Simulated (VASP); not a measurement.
CdI2:

```xyz
3
Lattice="4.1196 0.0000 0.0000 -2.0598 3.5677 0.0000 0.0000 0.0000 7.0524" Properties=species:S:1:pos:R:3 pbc="T T T"
Cd    0.0000    0.0000    0.0000
I     0.0000    2.3785    1.7762
I     2.0598    1.1892    5.2762
```

This cell differs from its parent crystal: epitaxial xy strain -3.0%.

Base run:

| Item | Value |
| --- | --- |
| Program | VASP 6.6.1 |
| Functional | r2SCAN |
| Potentials or basis | VASP PAW PBE potentials, release 64 (Cd, I) |
| Cutoff | 550 eV |
| k mesh | 12 × 12 × 4 |
| Occupations | gaussian, width 0.01 eV |
| Spin | no spin polarisation |

Its results: band gap on the k mesh 2.59 eV (least direct gap 3.08 eV); pressure 2.3 GPa; largest force 0.021 eV/Å.

Problem. The run is repeated on the same cell with these changes: functional from r2SCAN to PBE; cutoff from 550 eV to 500 eV; occupations from gaussian, width 0.01 eV to fermi-dirac, width 0.02 eV. What comes out?

Solution. Band gap on the k mesh 2.14 eV (least direct gap 2.61 eV); pressure 3.0 GPa; largest force 0.101 eV/Å.

Caveats: spin-orbit coupling is left out, which moves the levels of the heavy elements; the PAW data sets were made with another functional, which shifts forces and pressure a little (at least some runs); this functional lacks dispersion, which binds the layers, so the pressure and a relaxed spacing across them are unreliable (at least some runs).

A k mesh can miss the band edges.
